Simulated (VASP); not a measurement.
# SiC (P6_3mc) in VASP: a series of runs, part 2 of 3

VASP 6.6.1. The steps go on from the part before.

## Step 3: Single point, PBEsol

This run uses another cell than the first one, of 11.92 Å³/atom.

Contents of INCAR:

```
SYSTEM = SiC
ALGO = Normal
EDIFF = 1E-6
ENCUT = 520
GGA = PS
ISIF = 2
ISMEAR = 0
LASPH = .TRUE.
LCHARG = .FALSE.
LREAL = .FALSE.
LWAVE = .FALSE.
NBANDS = 26
NELM = 80
PREC = Accurate
SIGMA = 0.05
```

Contents of KPOINTS:

```
k-points
0
G
  12 12 4
  0 0 0
```

Contents of POSCAR:

```
SiC
1.0
    3.2217000000      0.0000000000      0.0000000000
   -1.6108500000      2.7900740434      0.0000000000
    0.0000000000      0.0000000000     10.6132000000
Si C
4 4
Direct
    0.6666666667      0.3333333333      0.9378278494
    0.3333333333      0.6666666667      0.4378278494
    0.0000000000      0.0000000000      0.6878973398
    0.0000000000      0.0000000000      0.1878973398
    0.6666666667      0.3333333333      0.7498191768
    0.3333333333      0.6666666667      0.2498191768
    0.0000000000      0.0000000000      0.5004546340
    0.0000000000      0.0000000000      0.0004546340
```

Potentials or basis: VASP PAW PBE potentials, release 64 (Si, C).

Run with:

```
$ cat potpaw_PBE.64/Si/POTCAR potpaw_PBE.64/C/POTCAR > POTCAR
$ mpirun -np 1 vasp_std > vasp.out
```

OUTCAR:

```text
SYSTEM = SiC
   EDIFF = 1E-6
   ENCUT = 520
   GGA = PS
   ISIF = 2
   ISMEAR = 0
   LASPH = .TRUE.
   LREAL = .FALSE.
   NELM = 80
   PREC = Accurate

 ion  position               nearest neighbor table
   1  0.667  0.333  0.938-   8 1.98   8 1.98   8 1.98   5 2.00
   2  0.333  0.667  0.438-   7 1.98   7 1.98   7 1.98   6 2.00
   3  0.000  0.000  0.688-   5 1.97   5 1.97   5 1.97   7 1.99
   4  0.000  0.000  0.188-   6 1.97   6 1.97   6 1.97   8 1.99
   5  0.667  0.333  0.750-   3 1.97   3 1.97   3 1.97   1 2.00
   6  0.333  0.667  0.250-   4 1.97   4 1.97   4 1.97   2 2.00
   7  0.000  0.000  0.500-   2 1.98   2 1.98   2 1.98   3 1.99
   8  0.000  0.000  0.000-   1 1.98   1 1.98   1 1.98   4 1.99

  LATTYP: Found a hexagonal cell.
 ALAT       =     3.2217000000
 C/A-ratio  =     3.2942856256

  Lattice vectors:

 A1 = (   3.2217000000,   0.0000000000,   0.0000000000)
 A2 = (  -1.6108500000,   2.7900740434,   0.0000000000)
 A3 = (   0.0000000000,   0.0000000000,  10.6132000000)

Analysis of symmetry for initial positions (statically):
=====================================================================
 Subroutine PRICEL returns:
 Original cell was already a primitive cell.

 Routine SETGRP: Setting up the symmetry group for a
 hexagonal supercell.

 Subroutine GETGRP returns: Found 12 space group operations
 (whereof  6 operations were pure point group operations)
 out of a pool of 24 trial point group operations.

The static configuration has the point symmetry C_3v.
 The point group associated with its full space group is C_6v.

Analysis of symmetry for dynamics (positions and initial velocities):
=====================================================================
 Subroutine PRICEL returns:
 Original cell was already a primitive cell.

 Routine SETGRP: Setting up the symmetry group for a
 hexagonal supercell.

[... 141 lines left out ...]
   LORBIT       =      0    0 simple, 1 ext, 2 COOP (PROOUT), +10 PAW based schemes
   GGA     = PS    functional components
   LHFCALC =     F    Hartree Fock is set to
   AEXX    =    0.0000 exact exchange contribution
   IVDW    =     0    specifies the selected vdW correction
   LEPSILON=     F    determine dielectric tensor
   LRPA    =     F    only Hartree local field effects (RPA)
 non-spin polarized calculation
 Gauss-broadening in eV      SIGMA  =   0.05
  energy-cutoff  :      520.00
  volume of cell :       95.40
 maximum number of plane-waves:      2610
 NGX is ok and might be reduce to    24
   NGX = 11   NGY = 11   NGZ = 39

 number of electron      32.0000001 magnetization

 Free energy of the ion-electron system (eV)
  ---------------------------------------------------
  ext. energy  EPLUGINS =         0.00000000
  ---------------------------------------------------
  free energy    TOTEN  =       -62.62421020 eV

  energy without entropy =      -62.62421020  energy(sigma->0) =      -62.62421020

 E-fermi :   6.8186     XC(G=0): -10.9011

 val. band max:        6.6034952883   @ k =   0.0000   0.0000   0.0000
 cond. band min:       8.6361893921   @ k =   0.5000   0.0000   0.0000
 fundamental gap:      2.0326941039
 Fermi energy:         6.8185751062

 k-point     1 :       0.0000    0.0000    0.0000
  band No.  band energies     occupation
      1      -7.8207      2.00000
      2      -6.7781      2.00000
      3      -6.7537      2.00000
      4      -4.7647      2.00000
      5      -1.3230      2.00000
      6       2.4025      2.00000
[... 685 lines left out ...]
     25      14.1507      0.00000
     26      14.9131      0.00000

 [... further k-points ...]

------------------------ aborting loop because EDIFF is reached ----------------------------------------

  FORCE on cell =-STRESS in cart. coord.  units (eV):
  Direction    XX          YY          ZZ          XY          YZ          ZX
  --------------------------------------------------------------------------------------
  -------------------------------------------------------------------------------------
  Total      -13.6993039    -13.6993039    -14.9320708      0.0000000      0.0000000     -0.0000000
  in kB     -230.0710145   -230.0710145   -250.7745435      0.0000000      0.0000000     -0.0000000
  external PRESSURE =    -236.9721909 kB  Pullay stress =       0.0000000 kB

 VOLUME and BASIS-vectors are now :
 -----------------------------------------------------------------------------
  energy-cutoff  :      520.00
  volume of cell :       95.40
      direct lattice vectors                 reciprocal lattice vectors
     3.221700000  0.000000000  0.000000000     0.310395133  0.179206714  0.000000000
    -1.610850000  2.790074043  0.000000000     0.000000000  0.358413427  0.000000000
     0.000000000  0.000000000 10.613200000     0.000000000  0.000000000  0.094222289

 POSITION                                       TOTAL-FORCE (eV/Angst)
 -----------------------------------------------------------------------------------
      1.61085      0.93002      9.95335         0.000000      0.000000      0.027547
     -0.00000      1.86005      4.64675        -0.000000     -0.000000      0.027547
      0.00000      0.00000      7.30079         0.000000     -0.000000     -0.027781
      0.00000      0.00000      1.99419        -0.000000      0.000000     -0.027781
      1.61085      0.93002      7.95798         0.000000      0.000000     -0.006621
     -0.00000      1.86005      2.65138         0.000000      0.000000     -0.006621
      0.00000      0.00000      5.31143        -0.000000      0.000000      0.006855
      0.00000      0.00000      0.00483        -0.000000     -0.000000      0.006855
 -----------------------------------------------------------------------------------
    total drift:                               -0.000000     -0.000000     -0.000693

  FREE ENERGIE OF THE ION-ELECTRON SYSTEM (eV)
  ---------------------------------------------------
  free  energy   TOTEN  =       -62.6242101965 eV

  energy  without entropy=      -62.6242101965  energy(sigma->0) =      -62.62421020
```

OSZICAR:

```text
N       E                     dE             d eps       ncg     rms          rms(c)
DAV:   1     0.664662302375E+02    0.66466E+02   -0.13973E+04  2964   0.109E+03
DAV:   2    -0.608723898177E+02   -0.12734E+03   -0.11736E+03  3982   0.180E+02
DAV:   3    -0.682589531907E+02   -0.73866E+01   -0.73173E+01  4022   0.403E+01
DAV:   4    -0.683722577707E+02   -0.11330E+00   -0.11308E+00  3840   0.582E+00
DAV:   5    -0.683745810666E+02   -0.23233E-02   -0.23213E-02  4006   0.795E-01    0.148E+01
DAV:   6    -0.627691500290E+02    0.56054E+01   -0.16197E+01  3750   0.168E+01    0.660E+00
DAV:   7    -0.626806795295E+02    0.88470E-01   -0.14425E+00  4130   0.535E+00    0.295E+00
DAV:   8    -0.626304772684E+02    0.50202E-01   -0.81828E-02  3580   0.141E+00    0.890E-01
DAV:   9    -0.626238984675E+02    0.65788E-02   -0.11847E-02  3812   0.568E-01    0.153E-01
DAV:  10    -0.626241921921E+02   -0.29372E-03   -0.12923E-03  3874   0.168E-01    0.812E-02
DAV:  11    -0.626242102132E+02   -0.18021E-04   -0.20995E-04  3750   0.742E-02    0.178E-02
DAV:  12    -0.626242097179E+02    0.49531E-06   -0.15618E-05  3710   0.199E-02    0.553E-03
DAV:  13    -0.626242101965E+02   -0.47864E-06   -0.57325E-07  2294   0.437E-03
   1 F= -.62624210E+02 E0= -.62624210E+02  d E =-.901490E-12
```

Run time: 3.3 min. Hardware: 1 thread of Intel Xeon 8259CL, shared host; peak memory 0.26 GiB.

What came out:

| Item | Value |
| --- | --- |
| Free energy | -62.6242 eV |
| Pressure | -23.7 GPa |
| Largest force | 0.028 eV/Å |
| Band gap on the k mesh | 2.03 eV (least direct gap 3.13 eV) |

Forces on the atoms (eV/Å):
```
Si   0.000  0.000  0.028
Si   0.000  0.000  0.028
Si   0.000  0.000 -0.028
Si   0.000  0.000 -0.028
C    0.000  0.000 -0.007
C    0.000  0.000 -0.007
C    0.000  0.000  0.007
C    0.000  0.000  0.007
```

Stress tensor (GPa, compression positive):
```
-23.01   0.00   0.00
  0.00 -23.01   0.00
  0.00   0.00 -25.08
```

Levels at points of the mesh, in eV from the valence-band top:
| k point | band 14 | band 15 | band 16 | band 17 | band 18 | band 19 |
| --- | --- | --- | --- | --- | --- | --- |
| (0.00, 0.00, 0.00) | -0.07 | 0.00 | 0.00 | 3.93 | 4.49 | 4.59 |
| (0.50, 0.00, 0.00) | -2.10 | -1.50 | -1.10 | 2.03 | 2.12 | 3.70 |
| (0.00, 0.00, 0.50) | -0.19 | -0.19 | -0.19 | 4.13 | 4.13 | 5.31 |
| (0.50, 0.00, 0.50) | -2.34 | -1.47 | -1.47 | 2.43 | 2.43 | 3.72 |

Caveat: the cell stands under tension; the PAW data sets were made with another functional, which shifts forces and pressure a little.

(Continued in part 3 of 3.)
